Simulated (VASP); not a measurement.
# AgBr (Fm-3m) in VASP: settings compared

AgBr is run at these levels: PBEsol, HSE06; tasks: single point.

Program: VASP 6.6.1. These are calculated values, not measurements. Logs are shortened: lines on timing, memory, paths and dates and some standing lists are left out, and cuts for length are marked.

### 1 The cell of the first run

The structure is cubic, space group Fm-3m (No. 225). Conventional cell: a = 5.675 Å, b = 5.675 Å, c = 5.675 Å, α = 90.00°, β = 90.00°, γ = 90.00°. Within 3.7 Å of Ag (site symmetry m-3m) lie 6 Br at 2.84 Å. Within 3.7 Å of Br (site symmetry m-3m) lie 6 Ag at 2.84 Å.

### 2 Single point, PBEsol

File INCAR:

```
SYSTEM = AgBr
PREC = Accurate ; ENCUT = 500
EDIFF = 1E-6 ; ISMEAR = 0
SIGMA = 0.02 ; LREAL = .FALSE.
LASPH = .TRUE. ; NELM = 120
ALGO = Normal ; ISIF = 2
LWAVE = .FALSE. ; LCHARG = .TRUE.
GGA = PS ; LELF = .TRUE.
LVHAR = .TRUE. ; NBANDS = 16
GGA_COMPAT = .FALSE.
```

File KPOINTS:

```
Automatic mesh
0
G
  6 6 6
  0 0 0
```

File POSCAR:

```
AgBr
1.0
    0.0000000000      2.8376848564      2.8376848564
    2.8376848564      0.0000000000      2.8376848564
    2.8376848564      2.8376848564      0.0000000000
Ag Br
1 1
Direct
    0.0000000000      0.0000000000      0.0000000000
    0.5000000000      0.5000000000      0.5000000000
```

Potentials or basis: VASP PAW PBE potentials, release 64 (Ag, Br).

Started as:

```console
$ cat potpaw_PBE.64/Ag/POTCAR potpaw_PBE.64/Br/POTCAR > POTCAR
$ mpirun -np 1 vasp_std > vasp.out
```

OUTCAR:

```text
SYSTEM = AgBr
   PREC = Accurate
   ENCUT = 500
   EDIFF = 1E-6
   ISMEAR = 0
   LREAL = .FALSE.
   LASPH = .TRUE.
   NELM = 120
   ISIF = 2
   GGA = PS

 ion  position               nearest neighbor table
   1  0.000  0.000  0.000-   2 2.84   2 2.84   2 2.84   2 2.84   2 2.84   2 2.84
   2  0.500  0.500  0.500-   1 2.84   1 2.84   1 2.84   1 2.84   1 2.84   1 2.84

  LATTYP: Found a face centered cubic cell.
 ALAT       =     5.6753697128

  Lattice vectors:

 A1 = (   0.0000000000,   2.8376848564,   2.8376848564)
 A2 = (   2.8376848564,   0.0000000000,   2.8376848564)
 A3 = (   2.8376848564,   2.8376848564,   0.0000000000)

Analysis of symmetry for initial positions (statically):
=====================================================================
 Subroutine PRICEL returns:
 Original cell was already a primitive cell.

 Routine SETGRP: Setting up the symmetry group for a
 face centered cubic supercell.

 Subroutine GETGRP returns: Found 48 space group operations
 (whereof 48 operations were pure point group operations)
 out of a pool of 48 trial point group operations.

The static configuration has the point symmetry O_h .

Analysis of symmetry for dynamics (positions and initial velocities):
=====================================================================
 Subroutine PRICEL returns:
 Original cell was already a primitive cell.

 Routine SETGRP: Setting up the symmetry group for a
 face centered cubic supercell.

 Subroutine GETGRP returns: Found 48 space group operations
 (whereof 48 operations were pure point group operations)
 out of a pool of 48 trial point group operations.

The dynamic configuration has the point symmetry O_h .

 Subroutine INISYM returns: Found 48 space group operations
 (whereof 48 operations are pure point group operations),
 and found     1 'primitive' translations

----------------------------------------------------------------------------------------

                                     Primitive cell

  volume of cell :      45.7007

  direct lattice vectors                    reciprocal lattice vectors
     0.000000000  2.837684856  2.837684856    -0.176199975  0.176199975  0.176199975
     2.837684856  0.000000000  2.837684856     0.176199975 -0.176199975  0.176199975
     2.837684856  2.837684856  0.000000000     0.176199975  0.176199975 -0.176199975

  length of vectors
     4.013092410  4.013092410  4.013092410     0.305187309  0.305187309  0.305187309

  position of ions in fractional coordinates (direct lattice)
     0.000000000  0.000000000  0.000000000
     0.500000000  0.500000000  0.500000000

[... 69 lines left out ...]
   EDIFFG = 0.1E-04   stopping-criterion for IOM
   NSW    =      0    number of steps for IOM
   IBRION =     -1    ionic relax: 0-MD 1-quasi-New 2-CG
   NFREE  =      0    steps in history (QN), initial steepest desc. (CG)
   ISIF   =      2    stress and relaxation
   ISYM   =      2    0-nonsym 1-usesym 2-fastsym
   POTIM  = 0.5000    time-step for ionic-motion
   TEBEG  =    0.0;   TEEND  =   0.0 temperature during run
   PSTRESS=    0.0 pullay stress
   NELECT =      18.0000    total number of electrons
   NUPDOWN=      -1.0000    fix difference up-down
   EMIN   =  10.00;   EMAX   =-10.00  energy-range for DOS
   EFERMI =   0.00;   METHOD = LEGACY
   ISMEAR =     0;   SIGMA  =   0.02  broadening in eV -4-tet -1-fermi 0-gaus
   EFERMI_NEDOS =   21; number of points for ismear=-14 and -15
   IALGO  =     38    algorithm
   IMIX   =      4    mixing-type and parameters
     AMIX     =   0.40;   BMIX     =  1.00
     AMIX_MAG =   1.60;   BMIX_MAG =  1.00
  volume/ion in A,a.u.               =      22.85       154.20
  Fermi-wavevector in a.u.,A,eV,Ry     =   1.200028  2.267725 19.593315  1.440068
  Thomas-Fermi vector in A             =   2.335875
   LORBIT       =      0    0 simple, 1 ext, 2 COOP (PROOUT), +10 PAW based schemes
   GGA     = PS    functional components
   LHFCALC =     F    Hartree Fock is set to
   AEXX    =    0.0000 exact exchange contribution
   IVDW    =     0    specifies the selected vdW correction
   LEPSILON=     F    determine dielectric tensor
   LRPA    =     F    only Hartree local field effects (RPA)
 non-spin polarized calculation
 Gauss-broadening in eV      SIGMA  =   0.02
  energy-cutoff  :      500.00
  volume of cell :       45.70
 maximum number of plane-waves:      1211
 NGX is ok and might be reduce to    30
   NGX = 15   NGY = 15   NGZ = 15

 number of electron      17.9999998 magnetization

 Free energy of the ion-electron system (eV)
  ---------------------------------------------------
  ext. energy  EPLUGINS =         0.00000000
  ---------------------------------------------------
  free energy    TOTEN  =        -5.69650153 eV

  energy without entropy =       -5.69650153  energy(sigma->0) =       -5.69650153

 E-fermi :   4.0552     XC(G=0): -10.2607

 val. band max:        3.9288087826   @ k =   0.5000   0.0000   0.0000
 cond. band min:       4.4262419373   @ k =   0.0000   0.0000   0.0000
 fundamental gap:      0.4974331547
 Fermi energy:         4.0552138332

 k-point     1 :       0.0000    0.0000    0.0000
  band No.  band energies     occupation
      1     -11.4120      2.00000
      2       0.9509      2.00000
      3       0.9509      2.00000
      4       0.9509      2.00000
      5       0.9513      2.00000
      6       0.9513      2.00000
[... 281 lines left out ...]
      3      -0.3395      2.00000
      4      -0.0269      2.00000
      5       1.3900      2.00000
      6       1.4097      2.00000
[... 8 lines left out ...]
     15      17.5853      0.00000
     16      18.8012      0.00000

------------------------ aborting loop because EDIFF is reached ----------------------------------------

  FORCE on cell =-STRESS in cart. coord.  units (eV):
  Direction    XX          YY          ZZ          XY          YZ          ZX
  --------------------------------------------------------------------------------------
  -------------------------------------------------------------------------------------
  Total       -0.0073783     -0.0073783     -0.0073783      0.0000000     -0.0000000     -0.0000000
  in kB       -0.2586677     -0.2586677     -0.2586677      0.0000000     -0.0000000     -0.0000000
  external PRESSURE =      -0.2586677 kB  Pullay stress =       0.0000000 kB

 VOLUME and BASIS-vectors are now :
 -----------------------------------------------------------------------------
  energy-cutoff  :      500.00
  volume of cell :       45.70
      direct lattice vectors                 reciprocal lattice vectors
     0.000000000  2.837684856  2.837684856    -0.176199975  0.176199975  0.176199975
     2.837684856  0.000000000  2.837684856     0.176199975 -0.176199975  0.176199975
     2.837684856  2.837684856  0.000000000     0.176199975  0.176199975 -0.176199975

 POSITION                                       TOTAL-FORCE (eV/Angst)
 -----------------------------------------------------------------------------------
      0.00000      0.00000      0.00000         0.000000     -0.000000      0.000000
      2.83768      2.83768      2.83768        -0.000000      0.000000     -0.000000
 -----------------------------------------------------------------------------------
    total drift:                               -0.000000      0.000000      0.000000

  FREE ENERGIE OF THE ION-ELECTRON SYSTEM (eV)
  ---------------------------------------------------
  free  energy   TOTEN  =        -5.6965015344 eV

  energy  without entropy=       -5.6965015344  energy(sigma->0) =       -5.69650153
```

OSZICAR:

```text
N       E                     dE             d eps       ncg     rms          rms(c)
DAV:   1     0.918256745931E+02    0.91826E+02   -0.82059E+03   520   0.966E+02
DAV:   2    -0.287176569232E+01   -0.94697E+02   -0.89289E+02   648   0.213E+02
DAV:   3    -0.581103089918E+01   -0.29393E+01   -0.29351E+01   616   0.387E+01
DAV:   4    -0.582597558694E+01   -0.14945E-01   -0.14944E-01   632   0.292E+00
DAV:   5    -0.582612280748E+01   -0.14722E-03   -0.14722E-03   632   0.282E-01    0.693E+00
DAV:   6    -0.570050328409E+01    0.12562E+00   -0.26866E-01   616   0.709E+00    0.451E+00
DAV:   7    -0.569727174968E+01    0.32315E-02   -0.45959E-02   552   0.142E+00    0.183E+00
DAV:   8    -0.569654798977E+01    0.72376E-03   -0.31492E-03   656   0.565E-01    0.267E-01
DAV:   9    -0.569649458893E+01    0.53401E-04   -0.36446E-04   608   0.228E-01    0.427E-02
DAV:  10    -0.569649809528E+01   -0.35063E-05   -0.17525E-05   632   0.584E-02    0.176E-02
DAV:  11    -0.569650184764E+01   -0.37524E-05   -0.68010E-06   568   0.210E-02    0.649E-03
DAV:  12    -0.569650153443E+01    0.31321E-06   -0.38934E-07   384   0.706E-03
   1 F= -.56965015E+01 E0= -.56965015E+01  d E =-.187471E-20
```

stdout:

```text
POSCAR found type information on POSCAR AgBr
 POSCAR found :  2 types and       2 ions
 scaLAPACK will be used
 -----------------------------------------------------------------------------
|                                                                             |
|                                                                             |
|     You enforced a specific xc type in the INCAR file but a different       |
|     I HOPE YOU KNOW WHAT YOU ARE DOING!                                     |
|                                                                             |
 -----------------------------------------------------------------------------

 LDA part: xc-table for (Slater+PW92), standard interpolation
 POSCAR, INCAR and KPOINTS ok, starting setup
 FFT: planning ... GRIDC
 FFT: planning ... GRID_SOFT
 FFT: planning ... GRID
 WAVECAR not read
 entering main loop
```

It took 6.4 s on 1 thread of AMD EPYC 9R45 (Zen 5), shared host; peak memory 0.14 GiB.

What came out:

| Quantity | Value |
| --- | --- |
| Free energy | -5.6965 eV |
| Pressure | 0.0 GPa |
| Band gap on the k mesh | 0.50 eV (least direct gap 2.57 eV) |

Caveat: semilocal functionals underestimate gaps, and a narrow one can read as zero; the PAW data sets were made with another functional, which shifts forces and pressure a little. A k mesh can miss the band edges.

### 3 Single point, PBEsol

This run uses another cell than the first one, of 23.64 Å³/atom.

File INCAR:

```
SYSTEM = AgBr
PREC = Accurate ; ENCUT = 500
EDIFF = 1E-6 ; ISMEAR = 0
SIGMA = 0.1 ; LREAL = .False.
LASPH = .True. ; NELM = 120
ALGO = Normal ; ISIF = 2
LWAVE = .False. ; LCHARG = .False.
GGA = PS ; NBANDS = 16
GGA_COMPAT = .False.
```

File KPOINTS:

```
Automatic mesh
0
Gamma
  6 6 6
  0 0 0
```

File POSCAR:

```
AgBr
1.0
    0.0000000000      2.8701500000      2.8701500000
    2.8701500000      0.0000000000      2.8701500000
    2.8701500000      2.8701500000      0.0000000000
Ag Br
1 1
Direct
    0.0000000000      0.0000000000      0.0000000000
    0.5000000000      0.5000000000      0.5000000000
```

Potentials or basis: VASP PAW PBE potentials, release 64 (Ag, Br).

Started as:

```console
$ cat potpaw_PBE.64/Ag/POTCAR potpaw_PBE.64/Br/POTCAR > POTCAR
$ mpirun -np 1 vasp_std > vasp.out
```

OUTCAR:

```text
SYSTEM = AgBr
   PREC = Accurate
   ENCUT = 500
   EDIFF = 1E-6
   ISMEAR = 0
   LREAL = .False.
   LASPH = .True.
   NELM = 120
   ISIF = 2
   GGA = PS

 ion  position               nearest neighbor table
   1  0.000  0.000  0.000-   2 2.87   2 2.87   2 2.87   2 2.87   2 2.87   2 2.87
   2  0.500  0.500  0.500-   1 2.87   1 2.87   1 2.87   1 2.87   1 2.87   1 2.87

  LATTYP: Found a face centered cubic cell.
 ALAT       =     5.7403000000

  Lattice vectors:

 A1 = (   0.0000000000,   2.8701500000,   2.8701500000)
 A2 = (   2.8701500000,   0.0000000000,   2.8701500000)
[... 480 lines left out ...]

  FORCE on cell =-STRESS in cart. coord.  units (eV):
  Direction    XX          YY          ZZ          XY          YZ          ZX
  --------------------------------------------------------------------------------------
  -------------------------------------------------------------------------------------
  Total       -0.4881648     -0.4881648     -0.4881648      0.0000000      0.0000000      0.0000000
  in kB      -16.5399138    -16.5399138    -16.5399138      0.0000000      0.0000000      0.0000000
  external PRESSURE =     -16.5399138 kB  Pullay stress =       0.0000000 kB

 VOLUME and BASIS-vectors are now :
 -----------------------------------------------------------------------------
  energy-cutoff  :      500.00
  volume of cell :       47.29
      direct lattice vectors                 reciprocal lattice vectors
     0.000000000  2.870150000  2.870150000    -0.174206923  0.174206923  0.174206923
     2.870150000  0.000000000  2.870150000     0.174206923 -0.174206923  0.174206923
     2.870150000  2.870150000  0.000000000     0.174206923  0.174206923 -0.174206923

 POSITION                                       TOTAL-FORCE (eV/Angst)
 -----------------------------------------------------------------------------------
      0.00000      0.00000      0.00000         0.000000     -0.000000     -0.000000
      2.87015      2.87015      2.87015        -0.000000      0.000000      0.000000
 -----------------------------------------------------------------------------------
    total drift:                               -0.000000      0.000000      0.000000

  FREE ENERGIE OF THE ION-ELECTRON SYSTEM (eV)
  ---------------------------------------------------
  free  energy   TOTEN  =        -5.6880896757 eV

  energy  without entropy=       -5.6880870503  energy(sigma->0) =       -5.68808836
```

stdout:

```text
POSCAR found type information on POSCAR AgBr
 POSCAR found :  2 types and       2 ions
 scaLAPACK will be used
 -----------------------------------------------------------------------------
|                                                                             |
|                                                                             |
|     You enforced a specific xc type in the INCAR file but a different       |
|     I HOPE YOU KNOW WHAT YOU ARE DOING!                                     |
|                                                                             |
 -----------------------------------------------------------------------------

 LDA part: xc-table for (Slater+PW92), standard interpolation
 POSCAR, INCAR and KPOINTS ok, starting setup
 FFT: planning ... GRIDC
 FFT: planning ... GRID_SOFT
 FFT: planning ... GRID
 WAVECAR not read
 entering main loop
```

Wall time 6 s (1 thread of AMD EPYC 9R45 (Zen 5), shared host); peak memory 0.14 GiB.

Results:

```yaml
Free_energy: -5.6881 eV
Pressure: -1.7 GPa
Band_gap_on_the_k_mesh: 0.50 eV (least direct gap 2.45 eV)
```

Caveat: semilocal functionals underestimate gaps, and a narrow one can read as zero; the PAW data sets were made with another functional, which shifts forces and pressure a little. A k mesh can miss the band edges.

### 4 Single point, PBEsol

INCAR: that of step 3 with these lines changed.

```diff
@@ -3,3 +3,3 @@
 EDIFF = 1E-6 ; ISMEAR = 0
-SIGMA = 0.1 ; LREAL = .False.
+SIGMA = 0.02 ; LREAL = .False.
 LASPH = .True. ; NELM = 120
```

File KPOINTS:

```
Automatic mesh
0
Gamma
  10 10 10
  0 0 0
```

File POSCAR:

```
AgBr
1.0
    0.0000000000      2.8376848564      2.8376848564
    2.8376848564      0.0000000000      2.8376848564
    2.8376848564      2.8376848564      0.0000000000
Ag Br
1 1
Direct
    0.0000000000      0.0000000000      0.0000000000
    0.5000000000      0.5000000000      0.5000000000
```

Started as:

```console
$ cat potpaw_PBE.64/Ag/POTCAR potpaw_PBE.64/Br/POTCAR > POTCAR
$ mpirun -np 1 vasp_std > vasp.out
```

It took 14 s on 1 thread of AMD EPYC 9R45 (Zen 5), shared host; peak memory 0.16 GiB.

The run converged. Its results:

```yaml
Free_energy: -5.6984 eV
Pressure: -0.1 GPa
Band_gap_on_the_k_mesh: 0.50 eV (least direct gap 2.57 eV)
```

Levels at points of the mesh, in eV from the valence-band top:
```csv
k point,band 5,band 6,band 7,band 8,band 9,band 10,band 11,band 12,band 13,band 14
"(0.00, 0.00, 0.00)",-2.98,-2.98,-2.07,-2.07,-2.07,0.50,9.80,9.80,9.80,10.81
"(0.50, 0.00, 0.00)",-2.63,-2.63,-2.28,0.00,0.00,3.45,6.56,6.56,6.72,12.11
"(0.50, 0.50, 0.00)",-3.05,-2.80,-2.52,-2.52,-2.40,1.39,6.84,9.04,11.07,11.07
```

Caveat: semilocal functionals underestimate gaps, and a narrow one can read as zero; the PAW data sets were made with another functional, which shifts forces and pressure a little. A k mesh can miss the band edges.

### 5 Single point, HSE06

POSCAR is that of step 4.

File INCAR.step1:

```
SYSTEM = AgBr
PREC     = Accurate       ! precision mode
ENCUT    = 400            ! plane-wave cutoff, eV
EDIFF    = 1E-5           ! SCF threshold, eV
ISMEAR   = 0              ! smearing method
SIGMA    = 0.01           ! smearing width, eV
LREAL    = .FALSE.        ! projectors in reciprocal space
LASPH    = .TRUE.         ! aspherical terms in the spheres
NELM     = 120            ! most SCF steps
ALGO     = Normal         ! electronic algorithm
ISIF     = 2              ! what is computed and relaxed
LWAVE    = .TRUE.         ! write WAVECAR
GGA      = PE             ! functional
NBANDS   = 16             ! bands
GGA_COMPAT= .FALSE.
```

File INCAR.step2:

```
SYSTEM = AgBr
PREC     = Accurate       ! precision mode
ENCUT    = 400            ! plane-wave cutoff, eV
EDIFF    = 1E-6           ! SCF threshold, eV
ISMEAR   = 0              ! smearing method
SIGMA    = 0.01           ! smearing width, eV
LREAL    = .FALSE.        ! projectors in reciprocal space
LASPH    = .TRUE.         ! aspherical terms in the spheres
NELM     = 120            ! most SCF steps
ALGO     = Normal         ! electronic algorithm
ISIF     = 2              ! what is computed and relaxed
LWAVE    = .FALSE.        ! write WAVECAR
LCHARG   = .TRUE.         ! write CHGCAR
GGA      = PE             ! functional
LHFCALC  = .TRUE.         ! exact exchange
HFSCREEN = 0.2079         ! screening, 1/A
PRECFOCK = Normal       
LELF     = .TRUE.         ! ELF
LVHAR    = .TRUE.       
ISTART   = 1            
NBANDS   = 16             ! bands
GGA_COMPAT= .FALSE.
```

File KPOINTS:

```
Automatic mesh
0
G
  6 6 6
  0 0 0
```

Started as:

```console
$ cat potpaw_PBE.64/Ag/POTCAR potpaw_PBE.64/Br/POTCAR > POTCAR
$ cp INCAR.step1 INCAR
$ mpirun -np 1 vasp_std > vasp.out
$ cp INCAR.step2 INCAR
$ mpirun -np 1 vasp_std > vasp.out
```

Run time: 14 min. Hardware: 1 thread of AMD EPYC 9R45 (Zen 5), shared host; peak memory 0.25 GiB.

It converged, with:

```
Free energy            : -6.0602 eV
Pressure               : 3.5 GPa
Band gap on the k mesh : 1.99 eV (least direct gap 3.97 eV)
```

Levels at points of the mesh, in eV from the valence-band top:
| k point | band 6 | band 7 | band 8 | band 9 | band 10 | band 11 | band 12 | band 13 |
| --- | --- | --- | --- | --- | --- | --- | --- | --- |
| (0.00, 0.00, 0.00) | -3.47 | -1.98 | -1.98 | -1.98 | 1.99 | 11.29 | 11.29 | 11.29 |
| (0.50, 0.00, 0.00) | -3.14 | -2.64 | 0.00 | 0.00 | 4.85 | 8.10 | 8.10 | 8.61 |
| (0.50, 0.50, 0.00) | -3.03 | -3.02 | -3.02 | -2.90 | 2.93 | 8.18 | 10.77 | 12.97 |

Caveat: the cell stands under pressure; the PAW data sets were made with another functional, which shifts forces and pressure a little. A k mesh can miss the band edges.

### 6 Overview

```csv
level,cell,k mesh,cutoff (eV),smearing,grid for exact exchange (PRECFOCK),share of exact exchange,screening parameter,gap on the mesh (eV),pressure (GPa)
PBEsol,"a = 4.013 Å, angles 60.0°, 2 atoms",6 × 6 × 6,500,gaussian 0.02 eV,-,-,-,0.50,0.0
PBEsol,"a = 4.059 Å, angles 60.0°, 2 atoms",6 × 6 × 6,500,gaussian 0.1 eV,-,-,-,0.50,-1.7
PBEsol,"a = 4.013 Å, angles 60.0°, 2 atoms",10 × 10 × 10,500,gaussian 0.02 eV,-,-,-,0.50,-0.1
HSE06,"a = 4.013 Å, angles 60.0°, 2 atoms",6 × 6 × 6,400,gaussian 0.01 eV,Normal,0.25,0.2079 1/Å,1.99,3.5
```

Alike in all rows: task single point; potentials or basis VASP PAW PBE potentials, release 64 (Ag, Br); no spin polarisation.

On the cell as given the gap runs from 0.50 eV (PBEsol) to 1.99 eV (HSE06); the meshes differ, which moves gaps too. The pressure there spans -0.1 GPa (PBEsol) to 3.5 GPa (HSE06); a positive pressure means that this level wants a larger cell, a negative one a smaller.

Caveats: the PAW data sets were made with another functional, which shifts forces and pressure a little; semilocal functionals underestimate gaps, and a narrow one can read as zero (at least some runs); the cell stands under pressure (at least some runs).

Absolute energies hang on the potentials; compare differences alone.
